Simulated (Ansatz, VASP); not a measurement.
Two plane-wave programs on Al2Au

```
Al Au
1.0
     0.00000    3.00271    3.00271
     3.00271    0.00000    3.00271
     3.00271    3.00271    0.00000
Al Au
2 1
Direct
  0.25000 0.25000 0.25000
  0.75000 0.75000 0.75000
  0.00000 0.00000 0.00000
```

Alike in both runs: functional PBEsol; k mesh 6 × 6 × 6; occupations gaussian, width 0.1 eV; no spin polarisation.

Ansatz relaxed the structure, and its values are those at the end. VASP's run is a single point on that final structure, the one shown.

|  | VASP | Ansatz |
| --- | --- | --- |
| version | VASP 6.6.1 | Ansatz 0.2.0 |
| potentials or method | VASP PAW PBE potentials, release 64 (Al, Au), cutoff 500 eV | scalar-relativistic, plane waves, PAW |
| valence electrons in the cell | 17 | 25 |

Ansatz gave:

| Quantity | Value |
| --- | --- |
| gap on the k mesh at the Fermi level (eV) | none |
| pressure (GPa) | -0.1 |

Question: What did VASP give for the same quantities?

Answer: gap on the k mesh at the Fermi level (eV): none; pressure (GPa): -0.3.

VASP's potentials were made for PBE, not for PBEsol. A gap of «none» marks a metal or a gap that the smearing closes. With one functional, cell and mesh, what is left measures potentials, basis and numerics. VASP's potentials hold 17 valence electrons a cell and Ansatz's 25, so a difference there can come from the potentials and not from the codes.

Spin-orbit coupling is off throughout.
